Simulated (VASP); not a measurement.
# Si3WC2 (P6/mmm) in VASP: a series of runs, part 2 of 2

VASP 6.6.1. Earlier steps stand in the parts before.

## 5. Relaxation of cell and atoms, PBE

This run uses another cell than the first one, of 14.34 Å³/atom.

The input, INCAR:

```
PREC = Accurate
ENCUT = 600
EDIFF = 1E-6
ISMEAR = 0
SIGMA = 0.1
LREAL = F
LASPH = T
NELM = 60
ALGO = Normal
ISIF = 3
LWAVE = F
LCHARG = F
GGA = PE
IBRION = 2
NSW = 90
EDIFFG = -0.04
```

The input, KPOINTS:

```
Automatic mesh
0
Gamma
  3 3 6
```

The input, POSCAR:

```
Si3WC2
1.0
    6.2453451306      0.0000000000      0.0000000000
   -3.1226725653      5.4086275385      0.0000000000
    0.0000000000      0.0000000000      2.5472631393
Si W C
3 1 2
Direct
    0.5000000000      0.0000000000      0.0000000000
    0.0000000000      0.5000000000      0.0000000000
    0.5000000000      0.5000000000      0.0000000000
    0.0000000000      0.0000000000      0.0000000000
    0.3333333333      0.6666666667      0.0000000000
    0.6666666667      0.3333333333      0.0000000000
```

Potentials or basis: VASP PAW PBE potentials, release 64 (Si, W_sv, C).

The run is started by

```sh
$ cat potpaw_PBE.64/Si/POTCAR potpaw_PBE.64/W_sv/POTCAR potpaw_PBE.64/C/POTCAR > POTCAR
$ mpirun -np 1 vasp_std > vasp.out
```

OUTCAR:

```text
PREC = Accurate
   ENCUT = 600
   EDIFF = 1E-6
   ISMEAR = 0
   LREAL = F
   LASPH = T
   NELM = 60
   ISIF = 3
   GGA = PE
   IBRION = 2
   NSW = 90
   EDIFFG = -0.04

 ion  position               nearest neighbor table
   1  0.500  0.000  0.000-   5 1.80   6 1.80   2 3.12   3 3.12   3 3.12   2 3.12   4 3.12   4 3.12

   2  0.000  0.500  0.000-   5 1.80   6 1.80   1 3.12   4 3.12   4 3.12   1 3.12   3 3.12   3 3.12

   3  0.500  0.500  0.000-   5 1.80   6 1.80   1 3.12   4 3.12   1 3.12   4 3.12   2 3.12   2 3.12

   4  0.000  0.000  0.000-   2 3.12   3 3.12   2 3.12   3 3.12   1 3.12   1 3.12
   5  0.333  0.667  0.000-   1 1.80   2 1.80   3 1.80
   6  0.667  0.333  0.000-   1 1.80   2 1.80   3 1.80

  LATTYP: Found a hexagonal cell.
 ALAT       =     6.2453451306
 C/A-ratio  =     0.4078658723

  Lattice vectors:

 A1 = (   6.2453451306,   0.0000000000,   0.0000000000)
 A2 = (  -3.1226725653,   5.4086275385,   0.0000000000)
 A3 = (   0.0000000000,   0.0000000000,   2.5472631393)

Analysis of symmetry for initial positions (statically):
=====================================================================
 Subroutine PRICEL returns:
 Original cell was already a primitive cell.

 Routine SETGRP: Setting up the symmetry group for a
 hexagonal supercell.

 Subroutine GETGRP returns: Found 24 space group operations
 (whereof 24 operations were pure point group operations)
 out of a pool of 24 trial point group operations.

The static configuration has the point symmetry D_6h.

Analysis of symmetry for dynamics (positions and initial velocities):
=====================================================================
 Subroutine PRICEL returns:
 Original cell was already a primitive cell.

 Routine SETGRP: Setting up the symmetry group for a
 hexagonal supercell.

 Subroutine GETGRP returns: Found 24 space group operations
[... 103 lines left out ...]
   NFREE  =      1    steps in history (QN), initial steepest desc. (CG)
   ISIF   =      3    stress and relaxation
   ISYM   =      2    0-nonsym 1-usesym 2-fastsym
   POTIM  = 0.5000    time-step for ionic-motion
   TEBEG  =    0.0;   TEEND  =   0.0 temperature during run
   PSTRESS=    0.0 pullay stress
   NELECT =      34.0000    total number of electrons
   NUPDOWN=      -1.0000    fix difference up-down
   EMIN   =  10.00;   EMAX   =-10.00  energy-range for DOS
   EFERMI =   0.00;   METHOD = LEGACY
   ISMEAR =     0;   SIGMA  =   0.10  broadening in eV -4-tet -1-fermi 0-gaus
   EFERMI_NEDOS =   21; number of points for ismear=-14 and -15
   IALGO  =     38    algorithm
   IMIX   =      4    mixing-type and parameters
     AMIX     =   0.40;   BMIX     =  1.00
     AMIX_MAG =   1.60;   BMIX_MAG =  1.00
  volume/ion in A,a.u.               =      14.34        96.77
  Fermi-wavevector in a.u.,A,eV,Ry     =   1.201329  2.270183 19.635817  1.443192
  Thomas-Fermi vector in A             =   2.337141
   LORBIT       =      0    0 simple, 1 ext, 2 COOP (PROOUT), +10 PAW based schemes
   GGA     = PE    functional components
   LHFCALC =     F    Hartree Fock is set to
   AEXX    =    0.0000 exact exchange contribution
   IVDW    =     0    specifies the selected vdW correction
   LEPSILON=     F    determine dielectric tensor
   LRPA    =     F    only Hartree local field effects (RPA)
 conjugate gradient relaxation of ions
 non-spin polarized calculation
 Gauss-broadening in eV      SIGMA  =   0.10
  energy-cutoff  :      600.00
  volume of cell :       86.04
 maximum number of plane-waves:      2904
 NGX is ok and might be reduce to    50
   NGX = 25   NGY = 25   NGZ = 11

--------------------------------------- Ionic step        1  -------------------------------------------

 number of electron      33.9999997 magnetization

 Free energy of the ion-electron system (eV)
  ---------------------------------------------------
  ext. energy  EPLUGINS =         0.00000000
  ---------------------------------------------------
  free energy    TOTEN  =       -38.93067681 eV

  energy without entropy =      -38.90618035  energy(sigma->0) =      -38.91842858

------------------------ aborting loop because EDIFF is reached ----------------------------------------

  FORCE on cell =-STRESS in cart. coord.  units (eV):
  Direction    XX          YY          ZZ          XY          YZ          ZX
  --------------------------------------------------------------------------------------
  -------------------------------------------------------------------------------------
  Total       -0.1433538     -0.1433538     -0.6119044      0.0000000      0.0000000      0.0000000
  in kB       -2.6693304     -2.6693304    -11.3940166      0.0000000      0.0000000      0.0000000
  external PRESSURE =      -5.5775591 kB  Pullay stress =       0.0000000 kB
[... 67 lines left out ...]
--------------------------------------- Ionic step        3  -------------------------------------------

 number of electron      33.9999996 magnetization

 Free energy of the ion-electron system (eV)
  ---------------------------------------------------
  ext. energy  EPLUGINS =         0.00000000
  ---------------------------------------------------
  free energy    TOTEN  =       -38.93193613 eV

  energy without entropy =      -38.90908227  energy(sigma->0) =      -38.92050920

 E-fermi :   7.3534     XC(G=0): -11.0514

 val. band max:        7.3071086628   @ k =   0.3333   0.3333   0.0000
 cond. band min:       7.3948926428   @ k =   0.3333   0.3333   0.5000
 fundamental gap:      0.0877839800
 Fermi energy:         7.3533858468

 k-point     1 :       0.0000    0.0000    0.0000
  band No.  band energies     occupation
      1     -66.6549      2.00000
      2     -30.8279      2.00000
      3     -30.8279      2.00000
      4     -29.9411      2.00000
      5      -7.7974      2.00000
      6      -5.8286      2.00000
[... 310 lines left out ...]
  FREE ENERGIE OF THE ION-ELECTRON SYSTEM (eV)
  ---------------------------------------------------
  free  energy   TOTEN  =       -38.9319361278 eV

  energy  without entropy=      -38.9090822704  energy(sigma->0) =      -38.92050920

 reached required accuracy - stopping structural energy minimisation
```

CONTCAR:

```text
Si3WC2
   1.00000000000000
     6.2399720652921893    0.0000000000000000    0.0000000000000000
    -3.1199860326460946    5.4039743274472460    0.0000000000000000
     0.0000000000000000    0.0000000000000000    2.5379087809655263
  Si              W               C
     3     1     2
Direct
     0.5000000000000000    0.0000000000000000    0.0000000000000000
     0.0000000000000000    0.5000000000000000    0.0000000000000000
     0.5000000000000000    0.5000000000000000    0.0000000000000000
     0.0000000000000000    0.0000000000000000    0.0000000000000000
     0.3333333332999970    0.6666666667000030    0.0000000000000000
     0.6666666667000030    0.3333333332999970    0.0000000000000000

  0.00000000E+00  0.00000000E+00  0.00000000E+00
  0.00000000E+00  0.00000000E+00  0.00000000E+00
  0.00000000E+00  0.00000000E+00  0.00000000E+00
  0.00000000E+00  0.00000000E+00  0.00000000E+00
  0.00000000E+00  0.00000000E+00  0.00000000E+00
  0.00000000E+00  0.00000000E+00  0.00000000E+00
```

It took 65 s on 1 thread of Intel Xeon Platinum 8259CL at 2.50GHz (Skylake/Cascade Lake), shared host; peak memory 0.23 GiB.

Results:

| Property | Result |
| --- | --- |
| Free energy | -38.9319 eV |
| Relaxed volume | 14.26 Å³/atom |
| Relaxed cell | a = 6.240 Å, b = 6.240 Å, c = 2.538 Å, α = 90.00°, β = 90.00°, γ = 120.00° |
| Space group after relaxing (to 0.1 Å) | P6/mmm (No. 191) |
| Energy gained by relaxing | 0.2 meV/atom |
| Ionic steps | 3 |
| Pressure after relaxing | 0.2 GPa |
| Band gap on the k mesh | zero (bands 17 and 18 overlap by 2.30 eV) |

Step by step:
| step | energy change (eV) | largest force (eV/Å) | pressure (GPa) | volume (Å³) |
| --- | --- | --- | --- | --- |
| 1 | 0.0000 | 0.0000 | -0.56 | 86.04 |
| 2 | -0.0011 | 0.0000 | 0.45 | 85.42 |
| 3 | -0.0013 | 0.0000 | 0.19 | 85.58 |

Final structure:
```
Si W C
1.0
     6.23997    0.00000    0.00000
    -3.11999    5.40397    0.00000
     0.00000    0.00000    2.53791
Si W C
3 1 2
Direct
  0.50000 0.00000 0.00000
  0.00000 0.50000 0.00000
  0.50000 0.50000 0.00000
  0.00000 0.00000 0.00000
  0.33333 0.66667 0.00000
  0.66667 0.33333 0.00000
```

Levels at points of the mesh, in eV from the Fermi level:
```csv
k point,band 15,band 16,band 17,band 18,band 19,band 20
"(0.00, 0.00, 0.00)",-0.42,-0.42,1.13,1.51,1.51,1.89
"(0.00, 0.00, 0.50)",-2.53,-2.53,-0.79,1.01,1.01,2.03
```

Caveat: the k points lie up to 0.41 Å⁻¹ apart in the final cell, too coarse for converged energies and pressures of a metal; spin-orbit coupling is left out, which moves the levels of the heavy elements.

## 6. Single point, PBE

This run uses another cell than the first one, of 14.19 Å³/atom.

The input, INCAR:

```
SYSTEM = Si3WC2
  PREC = Accurate
  ENCUT = 520
  EDIFF = 1E-6
  ISMEAR = 0
  SIGMA = 0.1
  LREAL = .FALSE.
  LASPH = .TRUE.
  NELM = 80
  ALGO = Normal
  ISIF = 2
  LWAVE = .FALSE.
  LCHARG = .FALSE.
  GGA = PE
  NBANDS = 26
```

The input, KPOINTS:

```
regular mesh
0
G
  6 6 14
  0 0 0
```

Changes to POSCAR since step 5:

```diff
@@ -2,5 +2,5 @@
 1.0
-    6.2453451306      0.0000000000      0.0000000000
-   -3.1226725653      5.4086275385      0.0000000000
-    0.0000000000      0.0000000000      2.5472631393
+    6.3011541680      0.0000000000      0.0000000000
+   -3.1505770840      5.4569595827      0.0000000000
+    0.0000000000      0.0000000000      2.4754948238
 Si W C
```

Potentials or basis: VASP PAW PBE potentials, release 64 (Si, W_sv, C).

The run is started by

```sh
$ cat potpaw_PBE.64/Si/POTCAR potpaw_PBE.64/W_sv/POTCAR potpaw_PBE.64/C/POTCAR > POTCAR
$ mpirun -np 1 vasp_std > vasp.out
```

Wall time 77 s (1 thread of Intel Xeon Platinum 8259CL at 2.50GHz (Skylake/Cascade Lake), shared host); peak memory 0.26 GiB.

Results (log left out):

```
Free energy            : -39.0216 eV
Pressure               : 0.0 GPa
Band gap on the k mesh : zero (bands 17 and 18 overlap by 2.01 eV)
```

Stress tensor (GPa, compression positive):
```
-0.05  0.00  0.00
 0.00 -0.05  0.00
 0.00  0.00  0.18
```

Levels at points of the mesh, in eV from the Fermi level:
```csv
k point,band 13,band 14,band 15,band 16,band 17,band 18,band 19,band 20,band 21,band 22
"(0.00, 0.00, 0.00)",-1.49,-1.49,-0.54,-0.54,0.73,1.25,1.25,1.79,2.39,2.78
"(0.50, 0.00, 0.00)",-2.26,-1.75,-1.66,-1.57,1.28,1.70,2.49,2.64,3.48,3.57
"(0.00, 0.00, 0.50)",-3.03,-3.03,-2.70,-2.70,-0.60,1.08,1.08,1.81,2.34,2.34
"(0.50, 0.00, 0.50)",-3.57,-2.41,-1.96,-1.31,-0.37,0.52,0.68,0.72,2.43,2.69
```

Caveat: spin-orbit coupling is left out, which moves the levels of the heavy elements.

## 7. Summary

| task | cell | k mesh | cutoff (eV) | gap on the mesh (eV) | pressure (GPa) |
| --- | --- | --- | --- | --- | --- |
| single point | a = 6.244, b = 6.244, c = 2.536 Å, angles 90.0, 90.0, 120.0°, 6 atoms | 3 × 3 × 6 | 520 | none | 0.1 |
| single point | a = 6.245, b = 6.245, c = 2.547 Å, angles 90.0, 90.0, 120.0°, 6 atoms | 6 × 6 × 4 | 520 | none | 0.0 |
| single point | a = 4.679, b = 4.679, c = 5.747 Å, angles 90.0, 90.0, 120.0°, 6 atoms | 6 × 6 × 4 | 520 | none | 140.0 |
| relaxation of cell and atoms | relaxed from a = 6.245, b = 6.245, c = 2.547 Å, angles 90.0, 90.0, 120.0°, 6 atoms | 3 × 3 × 6 | 600 | none | 0.2 |
| single point | a = 6.301, b = 6.301, c = 2.475 Å, angles 90.0, 90.0, 120.0°, 6 atoms | 6 × 6 × 14 | 520 | none | 0.0 |

Alike in all rows: level PBE; potentials or basis VASP PAW PBE potentials, release 64 (Si, W_sv, C); no spin polarisation; smearing gaussian 0.1 eV.

Caveats: some runs use coarse meshes; spin-orbit coupling is left out, which moves the levels of the heavy elements; the stress differs along the axes, from -2 to 211 GPa (at least some runs).

Absolute energies hang on the potentials; compare differences alone.

The gap in the log of VASP goes by the Fermi energy; the results here count the filled bands.